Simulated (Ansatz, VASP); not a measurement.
## Ga2O in VASP and in Ansatz

Contents of INCAR:

```
SYSTEM = Ga2O
  PREC = Accurate
  ENCUT = 520
  EDIFF = 1E-6
  ISMEAR = 0
  SIGMA = 0.1
  LREAL = .False.
  LASPH = .True.
  NELM = 150
  ALGO = Normal
  ISIF = 2
  LWAVE = .False.
  LCHARG = .True.
  ISPIN = 2
  MAGMOM = 0 0 0 0 1 1
  LORBIT = 11
  GGA = PE
  LELF = .True.
  LVHAR = .True.
  NBANDS = 45
```

File KPOINTS:

```
regular mesh
0
Gamma
  4 4 4
  0 0 0
```

The input POSCAR:

```
Ga2O
1.0
   -2.9466476400      2.9466476400      2.4389633600
    2.9466476400     -2.9466476400      2.4389633600
    2.9466476400      2.9466476400     -2.4389633600
Ga O
4 2
Direct
    0.1606607400      0.6606607400      0.8213214900
    0.3393392600      0.1606607400      0.5000000000
    0.6606607400      0.8393392600      0.5000000000
    0.8393392600      0.3393392600      0.1786785100
    0.7500000000      0.7500000000      0.0000000000
    0.2500000000      0.2500000000      0.0000000000
```

Input for Ansatz:

```yaml
crystal:
  lattice:
    - [-2.94664764, 2.94664764, 2.43896336]
    - [2.94664764, -2.94664764, 2.43896336]
    - [2.94664764, 2.94664764, -2.43896336]
  atoms:
    - { symbol: Ga, position: [0.16066074, 0.66066074, 0.82132149] }
    - { symbol: Ga, position: [0.33933926, 0.16066074, 0.5] }
    - { symbol: Ga, position: [0.66066074, 0.83933926, 0.5] }
    - { symbol: Ga, position: [0.83933926, 0.33933926, 0.17867851] }
    - { symbol: O, position: [0.75, 0.75, 0.0], spin: 1.0 }
    - { symbol: O, position: [0.25, 0.25, 0.0], spin: 1.0 }
basis:
  ecutwfc: 420
kpoints:
  mp_grid: { grid: [4, 4, 4] }
hamiltonian:
  xc: pbe
scf:
  occupations: { method: gaussian, width: 0.1 }
  lower_state_search: "off"
output:
  forces: true
  stress: true
  eigenvalues: true
  populations: true
magnetization:
  spin_polarized: true
```

Change from the starting cell: species swapped into the PtPb2 type (I4/mcm, No. 140).

Alike in both runs: task single point; functional PBE; k mesh 4 × 4 × 4; occupations gaussian, width 0.1 eV; collinear spin.

|  | VASP | Ansatz |
| --- | --- | --- |
| version | VASP 6.6.1 | Ansatz 0.2.0 |
| potentials or method | VASP PAW PBE potentials, release 64 (Ga_d, O), cutoff 520 eV | scalar-relativistic, plane waves, PAW |
| valence electrons in the cell | 64 | 64 |

VASP gave:

```
gap on the k mesh at the Fermi level (eV)                     : none
pressure (GPa)                                                : 2.8
traceless stress, the component that is largest in VASP (GPa) : 9.60
rms of the force components (eV/Å)                            : 0.308
net moment per atom (μB)                                      : 0.00
size of the moment on the site where the two differ most (μB) : 0.00
```

Task: What did Ansatz give for the same quantities?

Result: gap on the k mesh at the Fermi level (eV): none; pressure (GPa): 3.0; traceless stress, the component that is largest in VASP (GPa): 8.06; rms of the force components (eV/Å): 0.306; net moment per atom (μB): 0.12; size of the moment on the site where the two differ most (μB): 0.29.

The net moments are unlike, so the other rows may belong to different states. Site moments also hang on the region over which each program counts them. Atom by atom the forces differ by 0.003 eV/Å (rms over components). A gap of «none» marks a metal or a gap that the smearing closes.

The k mesh is coarse, so the values compare programs but aren't converged.
